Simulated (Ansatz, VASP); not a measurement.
# AlCo: VASP beside Ansatz

```
Al Co
1.0
    -2.82259    0.00000    0.00000
     0.00000    2.82259    2.82259
     0.00000    2.82259   -2.82259
Al Co
2 2
Direct
  0.00000 0.02214 0.97786
  0.00000 0.52214 0.47786
  0.50000 0.48986 0.01014
  0.50000 0.98986 0.51014
```

Change from the starting cell: mode 8 (339.9 1/cm) frozen in, largest displacement +0.125 Å.

Alike in both runs: task single point; functional PBEsol; k mesh 22 × 16 × 16; occupations gaussian, width 0.15 eV; no spin polarisation.

|  | VASP | Ansatz |
| --- | --- | --- |
| version | VASP 6.6.1 | Ansatz 0.2.0 |
| potentials or method | VASP PAW PBE potentials, release 64 (Al, Co), cutoff 520 eV | scalar-relativistic, plane waves, PAW |
| valence electrons in the cell | 24 | 40 |

|  | VASP | Ansatz | Ansatz less VASP |
| --- | --- | --- | --- |
| gap on the k mesh at the Fermi level (eV) | none | none | - |
| pressure (GPa) | 2.7 | 2.7 | -0.01 |
| traceless stress, the component that is largest in VASP (GPa) | -1.47 | -1.43 | +0.032 |
| rms of the force components (eV/Å) | 0.831 | 0.826 | -0.0053 |

VASP's potentials were made for PBE, not for PBEsol. Atom by atom the forces differ by 0.005 eV/Å (rms over components). A gap of «none» marks a metal or a gap that the smearing closes. The functional is the same, so the differences come from potentials, cutoffs and numerics. VASP's potentials hold 24 valence electrons a cell and Ansatz's 40, so a difference there can come from the potentials and not from the codes.
